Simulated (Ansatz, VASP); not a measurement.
CoSi in VASP and in Ansatz

```
Co Si
1.0
     4.38300    0.00000    0.00000
     0.00000    4.38300    0.00000
     0.00000    0.00000    4.38300
Co Si
4 4
Direct
  0.14569 0.14569 0.14569
  0.35431 0.85431 0.64569
  0.64569 0.35431 0.85431
  0.85431 0.64569 0.35431
  0.84363 0.84363 0.84363
  0.65637 0.15637 0.34363
  0.34363 0.65637 0.15637
  0.15637 0.34363 0.65637
```

Alike in both runs: task single point; functional r2SCAN; k mesh 6 × 6 × 6; occupations fermi-dirac, width 0.02 eV; no spin polarisation.

```csv
,VASP,Ansatz
version,VASP 6.6.1,Ansatz 0.2.0
potentials or method,"VASP PAW PBE potentials, release 64 (Co, Si)","plane waves, PAW"
plane-wave cutoff (eV),520,500
valence electrons in the cell,52,84
```

|  | VASP | Ansatz | Ansatz less VASP |
| --- | --- | --- | --- |
| pressure (GPa) | 0.1 | 0.0 | -0.09 |

VASP's potentials were made for PBE, not for r2SCAN. With one functional, cell and mesh, what is left measures potentials, basis and numerics. VASP's potentials hold 52 valence electrons a cell and Ansatz's 84, so a difference there can come from the potentials and not from the codes.
